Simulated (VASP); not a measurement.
Wanted: the native input for a VASP 6.6.1 run.

* Task: single point
* Functional: PBEsol
* Potentials or basis: VASP PAW PBE potentials, release 64 (Ta_pv)
* Cutoff: 520 eV
* k mesh: 22 × 22 × 22
* Occupations: gaussian, width 0.15 eV
* Spin: no spin polarisation
* Dipole correction: no
* Further INCAR settings: ALGO = Fast; EDIFF = 1e-06; NBANDS = 12

The structure of Ta lies in POSCAR:

```
Ta
1.0
   -1.5560154418      1.5560154418      1.6767622401
    1.5560154418     -1.5560154418      1.6767622401
    1.5560154418      1.5560154418     -1.6767622401
Ta
1
Direct
    0.0000000000      0.0000000000      0.0000000000
```

These files were run (other wordings do the same):

INCAR

```
SYSTEM = Ta
PREC = Accurate
ENCUT = 520
EDIFF = 1E-6
ISMEAR = 0
SIGMA = 0.15
LREAL = .False.
LASPH = .True.
NELM = 60
ALGO = Fast
ISIF = 2
LWAVE = .False.
LCHARG = .False.
GGA = PS
NBANDS = 12
```

KPOINTS

```
Automatic mesh
0
Gamma
  22 22 22
  0 0 0
```

Potentials or basis: VASP PAW PBE potentials, release 64 (Ta_pv).

Command:

```bash
$ cat potpaw_PBE.64/Ta_pv/POTCAR > POTCAR
$ mpirun -np 1 vasp_std > vasp.out
```

It gave:

```yaml
Pressure: 21.5 GPa
Band_gap_on_the_k_mesh: zero (an odd number of electrons rules out a gap without spin polarisation)
```

Caveat: the stress differs along the axes, from 14 to 25 GPa; the PAW data sets were made with another functional, which shifts forces and pressure a little; spin-orbit coupling is left out, which moves the levels of the heavy elements.

It took 2.4 min on 1 thread of Intel Xeon 8259CL, on a shared host, peak memory 0.28 GiB.
